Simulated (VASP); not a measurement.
# TiSi16 (a cell with a defect): single point with PBE

Crystal: TiSi16 (a cell with a defect).

```
CELL_PARAMETERS angstrom
0.00000 5.43000 5.43000
5.43000 0.00000 5.43000
5.43000 5.43000 0.00000
ATOMIC_POSITIONS crystal
Si 0.93034 0.99953 0.04623
Si 0.12494 0.11236 0.12083
Si 0.10690 0.92658 0.49942
Si 0.05218 0.13824 0.67662
Si 0.02240 0.50078 0.98461
Si 0.15253 0.59167 0.14791
Si 0.85320 0.50819 0.59559
Si 0.14189 0.55244 0.59971
Si 0.48980 0.01709 0.01250
Si 0.50353 0.19450 0.19378
Si 0.43400 0.13814 0.54444
Si 0.66479 0.11122 0.67820
Si 0.51098 0.54575 0.02930
Si 0.63861 0.67518 0.14058
Si 0.50229 0.49051 0.53448
Si 0.48331 0.75357 0.63597
Ti 0.81275 0.88006 0.46752
```

```yaml
Program: VASP 6.6.1
Task: single point
Functional: PBE
Potentials_or_basis: VASP PAW PBE potentials, release 64 (Si, Ti_sv)
Cutoff: 520 eV
k_mesh: 2 × 2 × 2
Occupations: fermi-dirac, width 0.02 eV
Spin: no spin polarisation
```

```json
{
 "Pressure": "-0.1 GPa",
 "Largest force": "3.171 eV/Å",
 "Band gap on the k mesh": "zero (band 38 reaches 6.78 eV, above the bottom of band 39 at 6.64 eV)"
}
```

Forces on the atoms (eV/Å):
```
Si   0.060  0.847 -0.300
Si   0.969 -0.485 -0.658
Si   0.358 -0.217  0.217
Si  -0.225  0.229  0.550
Si   0.068  0.199 -0.275
Si   1.386 -1.075 -0.447
Si  -0.850  0.030 -0.279
Si   0.759  0.837  0.132
Si   2.715  0.193 -0.526
Si  -1.179  0.542  0.753
Si   0.991 -0.892 -1.683
Si  -0.889 -0.808  2.602
Si  -0.864 -1.242  0.165
Si  -1.442  2.454 -1.397
Si   0.031 -0.309  0.806
Si   0.085  0.678 -0.638
Ti  -1.972 -0.981  0.977
```

Stress tensor (GPa, compression positive):
```
-0.55  0.39  1.55
 0.39 -0.95 -0.60
 1.55 -0.60  1.17
```

Levels at points of the mesh, in eV from the Fermi level:
| k point | band 34 | band 35 | band 36 | band 37 | band 38 | band 39 | band 40 | band 41 | band 42 | band 43 |
| --- | --- | --- | --- | --- | --- | --- | --- | --- | --- | --- |
| (0.00, 0.00, 0.00) | -0.97 | -0.72 | -0.57 | -0.41 | -0.16 | 0.01 | 0.23 | 0.41 | 0.59 | 0.68 |
| (0.50, 0.00, 0.00) | -1.07 | -0.94 | -0.76 | -0.36 | -0.15 | -0.01 | 0.17 | 0.78 | 1.12 | 1.15 |
| (0.00, 0.50, 0.00) | -1.19 | -0.89 | -0.51 | -0.32 | -0.18 | 0.02 | 0.45 | 0.53 | 0.97 | 1.26 |
| (0.00, 0.00, 0.50) | -1.53 | -1.15 | -0.56 | -0.43 | -0.16 | 0.10 | 0.49 | 0.61 | 0.77 | 0.93 |
| (0.50, 0.50, 0.50) | -1.03 | -0.87 | -0.50 | -0.44 | -0.03 | 0.24 | 0.48 | 0.73 | 0.81 | 1.01 |
| (0.50, 0.50, 0.00) | -1.31 | -0.99 | -0.66 | -0.30 | -0.03 | 0.50 | 0.66 | 1.04 | 1.11 | 1.28 |
| (0.00, 0.50, 0.50) | -1.44 | -1.25 | -1.01 | -0.64 | -0.19 | 0.62 | 0.88 | 1.03 | 1.07 | 1.29 |
| (0.50, 0.00, 0.50) | -1.27 | -1.17 | -0.50 | -0.46 | 0.12 | 0.58 | 0.83 | 0.98 | 1.04 | 1.20 |

Run time: 3.4 min on 1 thread of Intel(R) Xeon(R) 6975P-C (Granite Rapids), on a shared host, peak memory 0.5 GiB.

Caveat: the k points lie up to 0.50 Å⁻¹ apart.
